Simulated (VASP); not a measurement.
# SrCl2 (Fm-3m) in VASP: single point with PBE

Aim: the single point of SrCl2 with PBE.

Program: VASP 6.6.1. These are calculated values, not measurements. Logs are shortened: lines on timing, memory, paths and dates and some standing lists are left out, and cuts for length are marked.

## (1) The cell of the first run

The structure is cubic, space group Fm-3m (No. 225). The conventional cell has a = 6.949 Å, b = 6.949 Å, c = 6.949 Å, α = 90.00°, β = 90.00°, γ = 90.00°. Within 4.0 Å of Sr (site symmetry m-3m) lie 8 Cl at 3.01 Å. Within 4.0 Å of Cl (site symmetry -43m) lie 4 Sr at 3.01 Å and 6 Cl at 3.47 Å.

## (2) Single point, PBE

Input file INCAR:

```
SYSTEM = SrCl2
ALGO = Normal
EDIFF = 1E-6
ENCUT = 520
GGA = PE
ISIF = 2
ISMEAR = -1
LASPH = .TRUE.
LCHARG = .FALSE.
LREAL = .FALSE.
LWAVE = .FALSE.
NBANDS = 19
NELM = 80
PREC = Accurate
SIGMA = 0.1
```

Input file KPOINTS:

```
k-points
0
G
  6 6 6
  0 0 0
```

Input file POSCAR:

```
SrCl2
1.0
    0.0000000000      3.4744230000      3.4744230000
    3.4744230000      0.0000000000      3.4744230000
    3.4744230000      3.4744230000      0.0000000000
Sr Cl
1 2
Direct
    0.0000000000      0.0000000000      0.0000000000
    0.2500000000      0.2500000000      0.2500000000
    0.7500000000      0.7500000000      0.7500000000
```

Potentials or basis: VASP PAW PBE potentials, release 64 (Sr_sv, Cl).

Command:

```sh
$ cat potpaw_PBE.64/Sr_sv/POTCAR potpaw_PBE.64/Cl/POTCAR > POTCAR
$ mpirun -np 1 vasp_std > vasp.out
```

OUTCAR:

```text
SYSTEM = SrCl2
   EDIFF = 1E-6
   ENCUT = 520
   GGA = PE
   ISIF = 2
   ISMEAR = -1
   LASPH = .TRUE.
   LREAL = .FALSE.
   NELM = 80
   PREC = Accurate

 ion  position               nearest neighbor table
   1  0.000  0.000  0.000-   3 3.01   3 3.01   3 3.01   2 3.01   3 3.01   2 3.01   2 3.01   2 3.01

   2  0.250  0.250  0.250-   1 3.01   1 3.01   1 3.01   1 3.01
   3  0.750  0.750  0.750-   1 3.01   1 3.01   1 3.01   1 3.01

  LATTYP: Found a face centered cubic cell.
 ALAT       =     6.9488460000

  Lattice vectors:

 A1 = (   0.0000000000,   3.4744230000,   3.4744230000)
 A2 = (   3.4744230000,   0.0000000000,   3.4744230000)
 A3 = (   3.4744230000,   3.4744230000,   0.0000000000)

Analysis of symmetry for initial positions (statically):
=====================================================================
 Subroutine PRICEL returns:
 Original cell was already a primitive cell.

 Routine SETGRP: Setting up the symmetry group for a
 face centered cubic supercell.

 Subroutine GETGRP returns: Found 48 space group operations
 (whereof 48 operations were pure point group operations)
 out of a pool of 48 trial point group operations.

The static configuration has the point symmetry O_h .

Analysis of symmetry for dynamics (positions and initial velocities):
=====================================================================
 Subroutine PRICEL returns:
 Original cell was already a primitive cell.

 Routine SETGRP: Setting up the symmetry group for a
 face centered cubic supercell.

 Subroutine GETGRP returns: Found 48 space group operations
 (whereof 48 operations were pure point group operations)
 out of a pool of 48 trial point group operations.

The dynamic configuration has the point symmetry O_h .

 Subroutine INISYM returns: Found 48 space group operations
 (whereof 48 operations are pure point group operations),
 and found     1 'primitive' translations

----------------------------------------------------------------------------------------

                                     Primitive cell

  volume of cell :      83.8838

  direct lattice vectors                    reciprocal lattice vectors
     0.000000000  3.474423000  3.474423000    -0.143908787  0.143908787  0.143908787
     3.474423000  0.000000000  3.474423000     0.143908787 -0.143908787  0.143908787
     3.474423000  3.474423000  0.000000000     0.143908787  0.143908787 -0.143908787

  length of vectors
     4.913576128  4.913576128  4.913576128     0.249257331  0.249257331  0.249257331

  position of ions in fractional coordinates (direct lattice)
     0.000000000  0.000000000  0.000000000
     0.250000000  0.250000000  0.250000000
     0.750000000  0.750000000  0.750000000

  ion indices of the primitive-cell ions
   primitive index   ion index
                 1           1
                 2           2
                 3           3

----------------------------------------------------------------------------------------

 KPOINTS: k-points

Automatic generation of k-mesh.
 Grid dimensions read from file:
 generate k-points for:    6    6    6

 Generating k-lattice:

  Cartesian coordinates                     Fractional coordinates (reciprocal lattice)
    -0.023984798  0.023984798  0.023984798     0.166666667  0.000000000  0.000000000
     0.023984798 -0.023984798  0.023984798     0.000000000  0.166666667  0.000000000
     0.023984798  0.023984798 -0.023984798     0.000000000  0.000000000  0.166666667

  Length of vectors
     0.041542889  0.041542889  0.041542889

  Shift w.r.t. Gamma in fractional coordinates (k-lattice)
     0.000000000  0.000000000  0.000000000

 Subroutine IBZKPT returns following result:
 ===========================================

 Found     16 irreducible k-points:

 Following reciprocal coordinates:
            Coordinates               Weight
  0.000000  0.000000  0.000000      1.000000
  0.166667  0.000000  0.000000      8.000000
  0.333333  0.000000  0.000000      8.000000
  0.500000  0.000000  0.000000      4.000000
  0.166667  0.166667  0.000000      6.000000
  0.333333  0.166667  0.000000     24.000000
[... 8 lines left out ...]
 -0.333333  0.333333  0.166667     24.000000
 -0.333333  0.500000  0.166667     12.000000
   k-points           NKPTS =     16   k-points in BZ     NKDIM =     16   number of bands    NBANDS=     19
   number of dos      NEDOS =    301   number of ions     NIONS =      3
   total plane-waves  NPLWV =  64000
   dimension x,y,z NGX =    40 NGY =   40 NGZ =   40
   dimension x,y,z NGXF=    80 NGYF=   80 NGZF=   80
   ions per type =               1   2
   NGX,Y,Z   is equivalent  to a cutoff of  13.53, 13.53, 13.53 a.u.
   NGXF,Y,Z  is equivalent  to a cutoff of  27.07, 27.07, 27.07 a.u.
 SYSTEM =  SrCl2
   PREC   = accura    normal or accurate (medium, high low for compatibility)
   ISTART =      0    job   : 0-new  1-cont  2-samecut
   ICHARG =      2    charge: 1-file 2-atom 10-const
   ISPIN  =      1    spin polarized calculation?
   LNONCOLLINEAR =      F non collinear calculations
   LSORBIT =      F    spin-orbit coupling
   LASPH  =      T    aspherical Exc in radial PAW
   ENCUT  =  520.0 eV  38.22 Ry    6.18 a.u.   9.14  9.14  9.14*2*pi/ulx,y,z
   NELM   =     80;   NELMIN=  2; NELMDL= -5     # of ELM steps
   EDIFF  = 0.1E-05   stopping-criterion for ELM
   LREAL  =      F    real-space projection
   EDIFFG = 0.1E-04   stopping-criterion for IOM
   NSW    =      0    number of steps for IOM
   IBRION =     -1    ionic relax: 0-MD 1-quasi-New 2-CG
   NFREE  =      0    steps in history (QN), initial steepest desc. (CG)
   ISIF   =      2    stress and relaxation
   ISYM   =      2    0-nonsym 1-usesym 2-fastsym
   POTIM  = 0.5000    time-step for ionic-motion
   TEBEG  =    0.0;   TEEND  =   0.0 temperature during run
   PSTRESS=    0.0 pullay stress
   NELECT =      24.0000    total number of electrons
   NUPDOWN=      -1.0000    fix difference up-down
   EMIN   =  10.00;   EMAX   =-10.00  energy-range for DOS
   EFERMI =   0.00;   METHOD = LEGACY
   ISMEAR =    -1;   SIGMA  =   0.10  broadening in eV -4-tet -1-fermi 0-gaus
   EFERMI_NEDOS =   21; number of points for ismear=-14 and -15
   IALGO  =     38    algorithm
   IMIX   =      4    mixing-type and parameters
     AMIX     =   0.40;   BMIX     =  1.00
     AMIX_MAG =   1.60;   BMIX_MAG =  1.00
  volume/ion in A,a.u.               =      27.96       188.69
  Fermi-wavevector in a.u.,A,eV,Ry     =   1.078746  2.038534 15.833005  1.163693
  Thomas-Fermi vector in A             =   2.214693
   LORBIT       =      0    0 simple, 1 ext, 2 COOP (PROOUT), +10 PAW based schemes
   GGA     = PE    functional components
   LHFCALC =     F    Hartree Fock is set to
   AEXX    =    0.0000 exact exchange contribution
   IVDW    =     0    specifies the selected vdW correction
   LEPSILON=     F    determine dielectric tensor
   LRPA    =     F    only Hartree local field effects (RPA)
 non-spin polarized calculation
  energy-cutoff  :      520.00
  volume of cell :       83.88
 maximum number of plane-waves:      2285
 NGX is ok and might be reduce to    40
   NGX = 19   NGY = 19   NGZ = 19

 number of electron      24.0000003 magnetization

 Free energy of the ion-electron system (eV)
  ---------------------------------------------------
  ext. energy  EPLUGINS =         0.00000000
  ---------------------------------------------------
  free energy    TOTEN  =       -12.77372631 eV

  energy without entropy =      -12.77372631  energy(sigma->0) =      -12.77372631

 E-fermi :   2.5006     XC(G=0):  -8.3348

 val. band max:        0.2320570106   @ k =   0.5000   0.5000   0.0000
 cond. band min:       5.6167165794   @ k =   0.0000   0.0000   0.0000
 fundamental gap:      5.3846595688
 Fermi energy:         2.5006097145

 k-point     1 :       0.0000    0.0000    0.0000
  band No.  band energies     occupation
      1     -32.6155      2.00000
      2     -14.6126      2.00000
      3     -14.6126      2.00000
      4     -14.6126      2.00000
      5     -13.1108      2.00000
      6     -12.2361      2.00000
[... 11 lines left out ...]
     18       9.2878      0.00000
     19       9.6182      0.00000

 k-point     2 :       0.1667    0.0000    0.0000
  band No.  band energies     occupation
      1     -32.6146      2.00000
      2     -14.7087      2.00000
      3     -14.6163      2.00000
      4     -14.6163      2.00000
      5     -12.9509      2.00000
      6     -12.2944      2.00000
[... 11 lines left out ...]
     18       9.0188      0.00000
     19      10.1313      0.00000

 k-point     3 :       0.3333    0.0000    0.0000
  band No.  band energies     occupation
      1     -32.6129      2.00000
      2     -14.8576      2.00000
      3     -14.6236      2.00000
      4     -14.6236      2.00000
      5     -12.7302      2.00000
      6     -12.3448      2.00000
[... 11 lines left out ...]
     18       8.8645      0.00000
     19       9.3989      0.00000

 k-point     4 :       0.5000    0.0000    0.0000
  band No.  band energies     occupation
      1     -32.6121      2.00000
      2     -14.9183      2.00000
      3     -14.6272      2.00000
      4     -14.6272      2.00000
      5     -12.7020      2.00000
      6     -12.2965      2.00000
[... 231 lines left out ...]
     18       9.0235      0.00000
     19      10.0935      0.00000

 k-point    15 :      -0.3333    0.3333    0.1667
  band No.  band energies     occupation
      1     -32.6112      2.00000
      2     -14.8524      2.00000
      3     -14.7812      2.00000
      4     -14.6406      2.00000
      5     -12.4865      2.00000
      6     -12.3886      2.00000
[... 11 lines left out ...]
     18       9.4642      0.00000
     19      10.1775      0.00000

 k-point    16 :      -0.3333    0.5000    0.1667
  band No.  band energies     occupation
      1     -32.6109      2.00000
      2     -14.9079      2.00000
      3     -14.7404      2.00000
      4     -14.6479      2.00000
      5     -12.4813      2.00000
      6     -12.3638      2.00000
[... 11 lines left out ...]
     18       9.8716      0.00000
     19      10.3022      0.00000

------------------------ aborting loop because EDIFF is reached ----------------------------------------

  FORCE on cell =-STRESS in cart. coord.  units (eV):
  Direction    XX          YY          ZZ          XY          YZ          ZX
  --------------------------------------------------------------------------------------
  -------------------------------------------------------------------------------------
  Total        0.8086302      0.8086302      0.8086302      0.0000000      0.0000000     -0.0000000
  in kB       15.4448069     15.4448069     15.4448069      0.0000000      0.0000000     -0.0000000
  external PRESSURE =      15.4448069 kB  Pullay stress =       0.0000000 kB

 VOLUME and BASIS-vectors are now :
 -----------------------------------------------------------------------------
  energy-cutoff  :      520.00
  volume of cell :       83.88
      direct lattice vectors                 reciprocal lattice vectors
     0.000000000  3.474423000  3.474423000    -0.143908787  0.143908787  0.143908787
     3.474423000  0.000000000  3.474423000     0.143908787 -0.143908787  0.143908787
     3.474423000  3.474423000  0.000000000     0.143908787  0.143908787 -0.143908787

 POSITION                                       TOTAL-FORCE (eV/Angst)
 -----------------------------------------------------------------------------------
      0.00000      0.00000      0.00000         0.000000      0.000000      0.000000
      1.73721      1.73721      1.73721        -0.000000     -0.000000      0.000000
      5.21163      5.21163      5.21163        -0.000000      0.000000     -0.000000
 -----------------------------------------------------------------------------------
    total drift:                               -0.000000     -0.000000      0.000000

  FREE ENERGIE OF THE ION-ELECTRON SYSTEM (eV)
  ---------------------------------------------------
  free  energy   TOTEN  =       -12.7737263081 eV

  energy  without entropy=      -12.7737263080  energy(sigma->0) =      -12.77372631
```

Run time: 29 s. Hardware: 1 thread of AMD EPYC 7R13 (Zen 3), shared host; peak memory 0.2 GiB.

Results:

* Free energy: -12.7737 eV
* Pressure: 1.5 GPa
* Band gap on the k mesh: 5.38 eV, indirect (least direct gap 5.50 eV)

Levels at points of the mesh, in eV from the valence-band top:
```
           k point  band 8  band 9  band 10  band 11  band 12  band 13  band 14  band 15  band 16  band 17
(0.00, 0.00, 0.00)   -2.17   -2.17    -0.34    -0.34    -0.34     5.38     6.09     6.09     9.06     9.06
(0.50, 0.00, 0.00)   -1.60   -1.52    -1.34    -1.06    -1.06     6.72     6.72     7.55     7.89     8.67
(0.50, 0.50, 0.00)   -1.91   -1.91    -0.41    -0.41     0.00     5.50     7.07     7.63     8.04     8.04
```

A k mesh can miss the band edges.
